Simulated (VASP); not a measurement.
A run of VASP 6.6.1 is set up as follows.

The input INCAR:

```
ALGO = Normal ; EDIFF = 1E-6
ENCUT = 520 ; GGA = CA
ISIF = 2 ; ISMEAR = -1
LASPH = T ; LCHARG = F
LREAL = F ; LWAVE = F
NBANDS = 14 ; NELM = 80
PREC = Accurate ; SIGMA = 0.05
```

File KPOINTS:

```
k-points
0
Gamma
  10 10 10
```

POSCAR

```
HfC
1.0
    0.0000000000      2.2935772291      2.2935772291
    2.2935772291      0.0000000000      2.2935772291
    2.2935772291      2.2935772291      0.0000000000
Hf C
1 1
Direct
    0.5000000000      0.5000000000      0.5000000000
    0.0000000000      0.0000000000      0.0000000000
```

Potentials or basis: VASP PAW LDA potentials, release 64 (Hf_pv, C).

Command:

```bash
$ cat potpaw_LDA.64/Hf_pv/POTCAR potpaw_LDA.64/C/POTCAR > POTCAR
$ mpirun -np 1 vasp_std > vasp.out
```

(1) Predict the band gap on the k mesh.

(2) What does it give for the pressure?

Answers

(1) zero (band 7 reaches 7.22 eV, above the bottom of band 8 at 5.80 eV).

(2) -1.8 GPa.

Caveat: spin-orbit coupling is left out, which moves the levels of the heavy elements.
